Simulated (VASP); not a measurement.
# Ge (C2/c) in VASP: single point with BLYP

Aim: the single point of Ge with BLYP.

All numbers are computed with VASP 6.6.1; they aren't measurements. Logs are shortened: lines on timing, memory, paths and dates and some standing lists are left out, and cuts for length are marked.

**1. The cell of the first run**

The typed cell holds 2 atoms: a = 4.056 Å, b = 4.056 Å, c = 4.068 Å, α = 97.73°, β = 97.73°, γ = 136.84°.

**2. Single point, BLYP**

Input file INCAR:

```
PREC = Accurate ; ENCUT = 520
EDIFF = 1E-6 ; ISMEAR = -1
SIGMA = 0.1 ; LREAL = False
LASPH = True ; NELM = 100
ALGO = Normal ; ISIF = 2
LWAVE = False ; LCHARG = False
GGA = B5 ; ALDAX = 1.0
AGGAX = 1.0 ; AGGAC = 1.0
ALDAC = 0.0 ; NBANDS = 21
ISYM = 0
```

Input file KPOINTS:

```
Automatic mesh
0
Gamma
  12 12 9
```

Input file POSCAR:

```
Ge
1.0
   -2.6659935074      2.6673349050      1.4917599753
    2.6673349050     -2.6659935074      1.4917599753
    2.6768347955      2.6768347955     -1.4893032032
Ge
2
Direct
    0.9998212525      0.0001787475      0.0000000000
    0.7501787475      0.2498212525      0.5000000000
```

Potentials or basis: VASP PAW PBE potentials, release 64 (Ge_d).

On the command line:

```sh
$ cat potpaw_PBE.64/Ge_d/POTCAR > POTCAR
$ mpirun -np 1 vasp_std > vasp.out
```

OUTCAR:

```text
PREC = Accurate
   ENCUT = 520
   EDIFF = 1E-6
   ISMEAR = -1
   LREAL = False
   LASPH = True
   NELM = 100
   ISIF = 2
   GGA = B5
   ISYM = 0

 ion  position               nearest neighbor table
   1  1.000  0.000  0.000-   2 2.77   2 2.77   2 2.78   2 2.78
   2  0.750  0.250  0.500-   1 2.77   1 2.77   1 2.78   1 2.78

IMPORTANT INFORMATION: All symmetrisations will be switched off!
NOSYMM: (Re-)initialisation of all symmetry stuff for point group C_1.

----------------------------------------------------------------------------------------

                                     Primitive cell

  volume of cell :      42.6047

  direct lattice vectors                    reciprocal lattice vectors
    -2.665993507  2.667334905  1.491759975    -0.000533329  0.186966844  0.335090744
     2.667334905 -2.665993507  1.491759975     0.186966844 -0.000533329  0.335090744
     2.676834796  2.676834796 -1.489303203     0.186741057  0.186741057 -0.000167918

  length of vectors
     4.055557261  4.055557261  4.068035530     0.383722154  0.383722154  0.264091789

  position of ions in fractional coordinates (direct lattice)
     0.999821252  0.000178748  1.000000000
     0.750178748  0.249821252  0.500000000

  ion indices of the primitive-cell ions
   primitive index   ion index
                 1           1
                 2           2

----------------------------------------------------------------------------------------

 KPOINTS: Automatic mesh

Automatic generation of k-mesh.
 Grid dimensions read from file:
 generate k-points for:   12   12    9

 Generating k-lattice:

  Cartesian coordinates                     Fractional coordinates (reciprocal lattice)
    -0.000044444  0.015580570  0.027924229     0.083333333  0.000000000  0.000000000
     0.015580570 -0.000044444  0.027924229     0.000000000  0.083333333  0.000000000
     0.020749006  0.020749006 -0.000018658     0.000000000  0.000000000  0.111111111

  Length of vectors
     0.031976846  0.031976846  0.029343532

  Shift w.r.t. Gamma in fractional coordinates (k-lattice)
     0.000000000  0.000000000  0.000000000

 Subroutine IBZKPT returns following result:
 ===========================================

 Found    650 irreducible k-points:

 Following reciprocal coordinates:
            Coordinates               Weight
  0.000000  0.000000  0.000000      1.000000
  0.083333 -0.000000  0.000000      2.000000
  0.000000 -0.083333 -0.000000      2.000000
  0.166667 -0.000000 -0.000000      2.000000
  0.000000 -0.166667  0.000000      2.000000
  0.250000 -0.000000  0.000000      2.000000
[... 16 lines left out ...]
  0.500000  0.083333  0.000000      2.000000
 -0.083333  0.500000 -0.000000      2.000000
 [... further k-points ...]
   k-points           NKPTS =    650   k-points in BZ     NKDIM =    650   number of bands    NBANDS=     21
   number of dos      NEDOS =    301   number of ions     NIONS =      2
   total plane-waves  NPLWV =  27000
   dimension x,y,z NGX =    30 NGY =   30 NGZ =   30
   dimension x,y,z NGXF=    60 NGYF=   60 NGZF=   60
   ions per type =               2
   NGX,Y,Z   is equivalent  to a cutoff of  12.30, 12.30, 12.26 a.u.
   NGXF,Y,Z  is equivalent  to a cutoff of  24.60, 24.60, 24.52 a.u.
 SYSTEM =  unknown system
   PREC   = accura    normal or accurate (medium, high low for compatibility)
   ISTART =      0    job   : 0-new  1-cont  2-samecut
   ICHARG =      2    charge: 1-file 2-atom 10-const
   ISPIN  =      1    spin polarized calculation?
   LNONCOLLINEAR =      F non collinear calculations
   LSORBIT =      F    spin-orbit coupling
   LASPH  =      T    aspherical Exc in radial PAW
   ENCUT  =  520.0 eV  38.22 Ry    6.18 a.u.   7.54  7.54  7.56*2*pi/ulx,y,z
   NELM   =    100;   NELMIN=  2; NELMDL= -5     # of ELM steps
   EDIFF  = 0.1E-05   stopping-criterion for ELM
   LREAL  =      F    real-space projection
   EDIFFG = 0.1E-04   stopping-criterion for IOM
   NSW    =      0    number of steps for IOM
   IBRION =     -1    ionic relax: 0-MD 1-quasi-New 2-CG
   NFREE  =      0    steps in history (QN), initial steepest desc. (CG)
   ISIF   =      2    stress and relaxation
   ISYM   =      0    0-nonsym 1-usesym 2-fastsym
   POTIM  = 0.5000    time-step for ionic-motion
   TEBEG  =    0.0;   TEEND  =   0.0 temperature during run
   PSTRESS=    0.0 pullay stress
   NELECT =      28.0000    total number of electrons
   NUPDOWN=      -1.0000    fix difference up-down
   EMIN   =  10.00;   EMAX   =-10.00  energy-range for DOS
   EFERMI =   0.00;   METHOD = LEGACY
   ISMEAR =    -1;   SIGMA  =   0.10  broadening in eV -4-tet -1-fermi 0-gaus
   EFERMI_NEDOS =   21; number of points for ismear=-14 and -15
   IALGO  =     38    algorithm
   IMIX   =      4    mixing-type and parameters
     AMIX     =   0.40;   BMIX     =  1.00
     AMIX_MAG =   1.60;   BMIX_MAG =  1.00
  volume/ion in A,a.u.               =      21.30       143.76
  Fermi-wavevector in a.u.,A,eV,Ry     =   1.423339  2.689721 27.563960  2.025894
  Thomas-Fermi vector in A             =   2.543947
   LORBIT       =      0    0 simple, 1 ext, 2 COOP (PROOUT), +10 PAW based schemes
   GGA     = B5    functional components
   LHFCALC =     F    Hartree Fock is set to
   AEXX    =    0.0000 exact exchange contribution
   IVDW    =     0    specifies the selected vdW correction
   LEPSILON=     F    determine dielectric tensor
   LRPA    =     F    only Hartree local field effects (RPA)
 non-spin polarized calculation
  energy-cutoff  :      520.00
  volume of cell :       42.60
 maximum number of plane-waves:      1166
   NGX = 15   NGY = 15   NGZ = 15

 number of electron      27.9999968 magnetization

 Free energy of the ion-electron system (eV)
  ---------------------------------------------------
  ext. energy  EPLUGINS =         0.00000000
  ---------------------------------------------------
  free energy    TOTEN  =        -6.93764132 eV

  energy without entropy =       -6.90775438  energy(sigma->0) =       -6.92269785

 E-fermi :   5.7973     XC(G=0): -10.0132

 val. band max:        5.7873335719   @ k =   0.5000   0.4167   0.0000
 cond. band min:       5.8059181727   @ k =  -0.0833   0.2500  -0.4444
 fundamental gap:      0.0185846007
 Fermi energy:         5.7973380315

 k-point     1 :       0.0000    0.0000    0.0000
  band No.  band energies     occupation
      1     -18.8424      2.00000
      2     -18.8079      2.00000
      3     -18.7833      2.00000
      4     -18.7820      2.00000
      5     -18.7257      2.00000
      6     -18.7249      2.00000
[... 13 lines left out ...]
     20      17.1244      0.00000
     21      17.8352      0.00000

 k-point     2 :       0.0833   -0.0000    0.0000
  band No.  band energies     occupation
      1     -18.8406      2.00000
      2     -18.8028      2.00000
      3     -18.7805      2.00000
      4     -18.7766      2.00000
      5     -18.7289      2.00000
      6     -18.7278      2.00000
[... 13 lines left out ...]
     20      16.9475      0.00000
     21      17.6455      0.00000

 k-point     3 :       0.0000   -0.0833   -0.0000
  band No.  band energies     occupation
      1     -18.8406      2.00000
      2     -18.8028      2.00000
      3     -18.7805      2.00000
      4     -18.7766      2.00000
      5     -18.7289      2.00000
      6     -18.7278      2.00000
[... 13 lines left out ...]
     20      16.9475      0.00000
     21      17.6455      0.00000

 k-point     4 :       0.1667   -0.0000   -0.0000
  band No.  band energies     occupation
      1     -18.8354      2.00000
      2     -18.7898      2.00000
      3     -18.7745      2.00000
      4     -18.7639      2.00000
      5     -18.7366      2.00000
      6     -18.7287      2.00000
[... 13 lines left out ...]
     20      15.6073      0.00000
     21      16.3798      0.00000

 k-point     5 :       0.0000   -0.1667    0.0000
  band No.  band energies     occupation
      1     -18.8354      2.00000
      2     -18.7898      2.00000
      3     -18.7745      2.00000
      4     -18.7639      2.00000
      5     -18.7366      2.00000
      6     -18.7287      2.00000
[... 13 lines left out ...]
     20      15.6073      0.00000
     21      16.3798      0.00000

 k-point     6 :       0.2500   -0.0000    0.0000
  band No.  band energies     occupation
      1     -18.8278      2.00000
      2     -18.7765      2.00000
      3     -18.7672      2.00000
      4     -18.7582      2.00000
      5     -18.7446      2.00000
      6     -18.7288      2.00000
[... 13 lines left out ...]
     20      14.5112      0.00000
     21      16.1885      0.00000

 k-point     7 :       0.0000   -0.2500    0.0000
  band No.  band energies     occupation
      1     -18.8278      2.00000
      2     -18.7765      2.00000
      3     -18.7672      2.00000
      4     -18.7582      2.00000
      5     -18.7446      2.00000
      6     -18.7288      2.00000
[... 13 lines left out ...]
     20      14.5112      0.00000
     21      16.1885      0.00000
[... 291 lines left out ...]
      1     -18.8185      2.00000
      2     -18.7749      2.00000
      3     -18.7664      2.00000
      4     -18.7592      2.00000
      5     -18.7415      2.00000
      6     -18.7411      2.00000
[... 13 lines left out ...]
     20      15.1901      0.00000
     21      16.8581      0.00000

 k-point    21 :       0.4167    0.0833    0.0000
  band No.  band energies     occupation
      1     -18.8133      2.00000
      2     -18.7809      2.00000
      3     -18.7726      2.00000
      4     -18.7563      2.00000
      5     -18.7436      2.00000
      6     -18.7349      2.00000
[... 13 lines left out ...]
     20      16.7780      0.00000
     21      17.1225      0.00000

 k-point    22 :      -0.0833   -0.4167    0.0000
  band No.  band energies     occupation
      1     -18.8133      2.00000
      2     -18.7809      2.00000
      3     -18.7726      2.00000
      4     -18.7563      2.00000
      5     -18.7436      2.00000
      6     -18.7349      2.00000
[... 13 lines left out ...]
     20      16.7780      0.00000
     21      17.1225      0.00000

 k-point    23 :       0.5000    0.0833    0.0000
  band No.  band energies     occupation
      1     -18.8111      2.00000
      2     -18.7823      2.00000
      3     -18.7723      2.00000
      4     -18.7573      2.00000
      5     -18.7421      2.00000
      6     -18.7340      2.00000
[... 13 lines left out ...]
     20      16.5649      0.00000
     21      17.2000      0.00000

 k-point    24 :      -0.0833    0.5000   -0.0000
  band No.  band energies     occupation
      1     -18.8111      2.00000
      2     -18.7823      2.00000
      3     -18.7723      2.00000
      4     -18.7573      2.00000
      5     -18.7421      2.00000
      6     -18.7340      2.00000
[... 13 lines left out ...]
     20      16.5649      0.00000
     21      17.2000      0.00000

 [... further k-points ...]
[... 5 lines left out ...]
  --------------------------------------------------------------------------------------
  -------------------------------------------------------------------------------------
  Total        0.0038216      0.0038176     -0.0008976      0.0024114      0.0006849      0.0006849
  in kB        0.1437119      0.1435625     -0.0337555      0.0906808      0.0257544      0.0257567
  external PRESSURE =       0.0845063 kB  Pullay stress =       0.0000000 kB

 VOLUME and BASIS-vectors are now :
 -----------------------------------------------------------------------------
  energy-cutoff  :      520.00
  volume of cell :       42.60
      direct lattice vectors                 reciprocal lattice vectors
    -2.665993507  2.667334905  1.491759975    -0.000533329  0.186966844  0.335090744
     2.667334905 -2.665993507  1.491759975     0.186966844 -0.000533329  0.335090744
     2.676834796  2.676834796 -1.489303203     0.186741057  0.186741057 -0.000167918

 POSITION                                       TOTAL-FORCE (eV/Angst)
 -----------------------------------------------------------------------------------
     -2.66504      2.66638      1.49176         0.000460     -0.000460     -0.000001
      0.00480      2.67337      0.74711        -0.000460      0.000460      0.000001
 -----------------------------------------------------------------------------------
    total drift:                               -0.000003     -0.000004     -0.000001

  FREE ENERGIE OF THE ION-ELECTRON SYSTEM (eV)
  ---------------------------------------------------
  free  energy   TOTEN  =        -6.9376413225 eV

  energy  without entropy=       -6.9077543753  energy(sigma->0) =       -6.92269785
```

Wall time 7.6 min (1 thread of Intel Xeon Platinum 8259CL at 2.50GHz (Skylake/Cascade Lake), shared host); peak memory 0.53 GiB.

What came out:

| Quantity | Value |
| --- | --- |
| Free energy | -6.9376 eV |
| Pressure | 0.0 GPa |
| Band gap on the k mesh | zero (bands 14 and 15 overlap by 4.61 eV) |

Caveat: the PAW data sets were made with another functional, which shifts forces and pressure a little.
